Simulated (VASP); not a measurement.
A run of VASP 6.6.1 is set up as follows.

File INCAR:

```
PREC     = Accurate       # precision mode
ENCUT    = 600            # plane-wave cutoff, eV
EDIFF    = 1E-6           # SCF threshold, eV
ISMEAR   = -1             # smearing method
SIGMA    = 0.03           # smearing width, eV
LREAL    = False          # projectors in reciprocal space
LASPH    = True           # aspherical terms in the spheres
NELM     = 120            # most SCF steps
ALGO     = Normal         # electronic algorithm
ISIF     = 2              # what is computed and relaxed
LWAVE    = False          # write WAVECAR
LCHARG   = True           # write CHGCAR
GGA      = CA             # functional
LELF     = True           # ELF
LVHAR    = True         
NBANDS   = 10             # bands
GGA_COMPAT= False
```

KPOINTS

```
regular mesh
0
Gamma
  16 16 16
```

File POSCAR:

```
Fe
1.0
   -1.3498227879      1.3498227879      1.3498227879
    1.3498227879     -1.3498227879      1.3498227879
    1.3498227879      1.3498227879     -1.3498227879
Fe
1
Direct
    0.0000000000      0.0000000000      0.0000000000
```

Potentials or basis: VASP PAW LDA potentials, release 64 (Fe).

Run with:

```bash
$ cat potpaw_LDA.64/Fe/POTCAR > POTCAR
$ mpirun -np 1 vasp_std > vasp.out
```

Q: What does it give for the band gap on the k mesh?

A: Zero (band 4 reaches 8.50 eV, above the bottom of band 5 at 6.21 eV).

Q: Estimate the pressure.

A: -1.4 GPa.

Caveat: the run has no spin polarisation, though such a crystal can be magnetic. Spin polarisation is off, so any magnetic state and its effect on volume and gap are missing.
